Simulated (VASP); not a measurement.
Runs of VASP 6.6.1 on Hf2W. The structure is that of space group P6/mmm (No. 191), or close to it. The cells are those of the table. 

```tsv
task	cell	k mesh	cutoff (eV)	gap on the mesh (eV)	pressure (GPa)	relaxed volume (Å³/atom)
relaxation of cell and atoms	relaxed from a = 4.894, b = 4.894, c = 2.798 Å, angles 90.0, 90.0, 120.0°, 3 atoms	6 × 6 × 6	600	none	0.0	19.37
single point	a = 4.881, b = 4.881, c = 2.821 Å, angles 90.0, 90.0, 120.0°, 3 atoms	12 × 12 × 16	520	none	-0.5	-
relaxation of cell and atoms	relaxed from a = 4.893, b = 4.893, c = 2.813 Å, angles 90.0, 90.0, 120.0°, 3 atoms	12 × 12 × 16	600	none	0.0	(a)
single point	a = 3.810, b = 3.810, c = 4.114 Å, angles 90.0, 90.0, 120.0°, 3 atoms	6 × 6 × 4	520	none	43.8	-
single point	a = 4.894, b = 4.894, c = 2.798 Å, angles 90.0, 90.0, 120.0°, 3 atoms	6 × 6 × 4	520	none	-0.3	-
single point	a = 4.893, b = 4.893, c = 2.813 Å, angles 90.0, 90.0, 120.0°, 3 atoms	6 × 6 × 6	520	none	-0.6	-
relaxation of cell and atoms	relaxed from a = 3.810, b = 3.810, c = 4.114 Å, angles 90.0, 90.0, 120.0°, 3 atoms	6 × 6 × 4	600	none	0.0	(b)
```

Alike in all rows: level PBE; potentials or basis VASP PAW PBE potentials, release 64 (Hf_pv, W_sv); no spin polarisation; smearing gaussian 0.1 eV.

**Question.** Estimate the missing entries.

**Answer.** (a) 19.33; (b) 19.28.

Caveats: some runs use coarse meshes; spin-orbit coupling is left out, which moves the levels of the heavy elements; a cell axis changed by over 15 % at a fixed basis, so the end point is rough (at least some runs).

A k mesh can miss the band edges, and the runs leave out spin-orbit coupling on Hf, W.

A gap of «none» marks levels without a gap at the run's occupations.
